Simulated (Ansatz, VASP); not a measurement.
# One calculation of SrO, two programs

Contents of INCAR:

```
SYSTEM = SrO
PREC     = Accurate       ! precision mode
ENCUT    = 600            ! plane-wave cutoff, eV
EDIFF    = 1E-7           ! SCF threshold, eV
ISMEAR   = 0              ! smearing method
SIGMA    = 0.1            ! smearing width, eV
LREAL    = .FALSE.        ! projectors in reciprocal space
LASPH    = .TRUE.         ! aspherical terms in the spheres
NELM     = 60             ! most SCF steps
ALGO     = Normal         ! electronic algorithm
ISIF     = 3              ! what is computed and relaxed
LWAVE    = .FALSE.        ! write WAVECAR
LCHARG   = .FALSE.        ! write CHGCAR
GGA      = PE             ! functional
IBRION   = 2              ! ionic algorithm
NSW      = 90             ! ionic steps
EDIFFG   = -0.04          ! ionic threshold
```

KPOINTS

```
Automatic mesh
0
G
  4 4 6
  0 0 0
```

File POSCAR:

```
SrO
1.0
    3.9532205700     -3.9532205700      0.0000000000
    3.9532205700      3.9532205700      0.0000000000
    0.0000000000      0.0000000000      3.6339537900
Sr O
2 2
Direct
    0.0000000000      0.0000000000      0.0000000000
    0.5000000000      0.5000000000      0.5000000000
    0.6950000000      0.3050000000      0.0000000000
    0.3050000000      0.6950000000      0.0000000000
```

Input for Ansatz:

```yaml
crystal:
  lattice:
    - [3.95322057, -3.95322057, 0.0]
    - [3.95322057, 3.95322057, 0.0]
    - [0.0, 0.0, 3.63395379]
  atoms:
    - { symbol: Sr, position: [0.0, 0.0, 0.0] }
    - { symbol: Sr, position: [0.5, 0.5, 0.5] }
    - { symbol: O, position: [0.695, 0.305, 0.0] }
    - { symbol: O, position: [0.305, 0.695, 0.0] }
basis:
  ecutwfc: 420
kpoints:
  mp_grid: { grid: [4, 4, 6] }
hamiltonian:
  xc: pbe
scf:
  occupations: { method: gaussian, width: 0.1 }
  lower_state_search: "off"
output:
  forces: true
  stress: true
  eigenvalues: true
relax:
  adjacent_minimum: "off"
  f_tol: 0.04
  max_steps: 70
  cell: { stress_tol: 0.4 }
```

Change from the starting cell: ordered vacancies on the anion sites of rutile (Cmmm, No. 65).

Alike in both runs: task relaxation of cell and atoms; functional PBE; k mesh 4 × 4 × 6; occupations gaussian, width 0.1 eV; no spin polarisation.

|  | VASP | Ansatz |
| --- | --- | --- |
| version | VASP 6.6.1 | Ansatz 0.2.0 |
| potentials or method | VASP PAW PBE potentials, release 64 (Sr_sv, O), cutoff 600 eV | scalar-relativistic, plane waves, PAW |
| valence electrons in the cell | 32 | 32 |

```csv
,VASP,Ansatz,Ansatz less VASP
"gap on the k mesh at the Fermi level, each at its own relaxed structure (eV)",none,none,-
relaxed volume (Å³/atom),31.17,30.86,-0.312
relaxed length of the cell vector where the two differ most in proportion (Å),5.757,5.734,-0.0234
```

A gap of «none» marks a metal or a gap that the smearing closes.
